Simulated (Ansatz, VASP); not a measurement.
**Two plane-wave programs on Sn**

```
CELL_PARAMETERS angstrom
-2.89942 2.90080 1.55817
2.90080 -2.89942 1.55817
2.89858 2.89858 -1.55564
ATOMIC_POSITIONS crystal
Sn 0.00002 0.99998 0.00000
Sn 0.74998 0.25002 0.50000
```

Alike in both runs: task single point; functional LDA; k mesh 11 × 11 × 8; occupations methfessel-paxton of order 1, width 0.1 eV; no spin polarisation.

```csv
,VASP,Ansatz
version,VASP 6.6.1,Ansatz 0.2.0
potentials or method,"VASP PAW LDA potentials, release 64 (Sn_d), cutoff 520 eV","plane waves (420 eV) with PAW, scalar-relativistic"
valence electrons in the cell,28,28
```

```csv
,VASP,Ansatz,Ansatz less VASP
pressure (GPa),0.0,0.0,0.00
"traceless stress, the component that is largest in VASP (GPa)",-0.12,-0.12,-0.005
```

Ansatz warns that its potentials were made for another functional, while VASP's fit it. LDA's correlation is that of Perdew and Zunger in VASP and of Perdew and Wang (1992) in Ansatz.
